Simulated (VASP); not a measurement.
Here is a VASP 6.6.1 calculation.

INCAR

```
SYSTEM = HfC
PREC = Accurate ; ENCUT = 520
EDIFF = 1E-6 ; ISMEAR = -1
SIGMA = 0.05 ; LREAL = .FALSE.
LASPH = .TRUE. ; NELM = 60
ALGO = Normal ; ISIF = 2
LWAVE = .FALSE. ; LCHARG = .TRUE.
GGA = PE ; LELF = .TRUE.
LVHAR = .TRUE. ; NBANDS = 14
```

KPOINTS

```
Automatic mesh
0
G
  15 15 15
  0 0 0
```

The input POSCAR:

```
HfC
1.0
    0.0000000000      2.3555956139      2.3555956139
    2.3555956139      0.0000000000      2.3555956139
    2.3555956139      2.3555956139      0.0000000000
Hf C
1 1
Direct
    0.5000000000      0.5000000000      0.5000000000
    0.0000000000      0.0000000000      0.0000000000
```

Potentials or basis: VASP PAW PBE potentials, release 64 (Hf_pv, C).

Run with:

```console
$ cat potpaw_PBE.64/Hf_pv/POTCAR potpaw_PBE.64/C/POTCAR > POTCAR
$ mpirun -np 1 vasp_std > vasp.out
```

Problem. Predict the pressure.

Solution. -9.1 GPa.

Problem. Estimate the band gap on the k mesh.

Solution. Zero (band 7 reaches 6.64 eV, above the bottom of band 8 at 5.23 eV).

Caveat: spin-orbit coupling is left out, which moves the levels of the heavy elements.
